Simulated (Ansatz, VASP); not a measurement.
# Two plane-wave programs on ZnS

POSCAR

```
ZnS
1.0
    3.8431310260      0.0000000000      0.0000000000
   -1.9215655130      3.3282490986      0.0000000000
    0.0000000000      0.0000000000      6.3058188361
Zn S
2 2
Direct
    0.3333333333      0.6666666667      0.0003381269
    0.6666666667      0.3333333333      0.5003381269
    0.3333333333      0.6666666667      0.3746618731
    0.6666666667      0.3333333333      0.8746618731
```

File INCAR.step1:

```
PREC = Accurate
ENCUT = 520
ISMEAR = 0
SIGMA = 0.01
LREAL = False
LASPH = True
NELM = 80
NBANDS = 26
GGA = PE
ALGO = Normal
EDIFF = 1E-4
LWAVE = True
LCHARG = False
```

Contents of INCAR.step2:

```
PREC = Accurate
ENCUT = 520
EDIFF = 1E-7
ISMEAR = 0
SIGMA = 0.01
LREAL = False
LASPH = True
NELM = 80
ALGO = Normal
ISIF = 2
LWAVE = False
LCHARG = True
METAGGA = R2SCAN
LMIXTAU = True
LELF = True
LVHAR = True
NBANDS = 26
ISTART = 1
```

KPOINTS

```
regular mesh
0
Gamma
  6 6 4
```

Input for Ansatz:

```yaml
crystal:
  lattice:
    - [3.843131026, 0.0, 0.0]
    - [-1.921565513, 3.3282490986, 0.0]
    - [0.0, 0.0, 6.3058188361]
  atoms:
    - { symbol: Zn, position: [0.3333333333, 0.6666666667, 0.0003381269] }
    - { symbol: Zn, position: [0.6666666667, 0.3333333333, 0.5003381269] }
    - { symbol: S, position: [0.3333333333, 0.6666666667, 0.3746618731] }
    - { symbol: S, position: [0.6666666667, 0.3333333333, 0.8746618731] }
kpoints:
  mp_grid: { grid: [6, 6, 4] }
hamiltonian:
  xc: r2scan
scf:
  occupations: { method: fixed }
  n_extra_bands: 5
output:
  forces: true
  stress: true
  eigenvalues: true
```

Alike in both runs: task single point; functional r2SCAN; k mesh 6 × 6 × 4; no spin polarisation.

```csv
,VASP,Ansatz
version,VASP 6.6.1,Ansatz 0.2.0
potentials or method,"VASP PAW PBE potentials, release 64 (Zn, S)","plane waves, PAW"
plane-wave cutoff (eV),520,500
occupations,"gaussian, width 0.01 eV",fixed
valence electrons in the cell,36,36
```

|  | VASP | Ansatz | Ansatz less VASP |
| --- | --- | --- | --- |
| gap on the k mesh at the Fermi level (eV) | 2.65 | 2.64 | -0.007 |
| pressure (GPa) | -2.1 | -2.1 | -0.04 |
| traceless stress, the component that is largest in VASP (GPa) | -0.06 | -0.06 | +0.006 |
| rms of the force components (eV/Å) | 0.008 | 0.002 | -0.0066 |

VASP's potentials were made for PBE, not for r2SCAN. Atom by atom the forces differ by 0.007 eV/Å (rms over components).
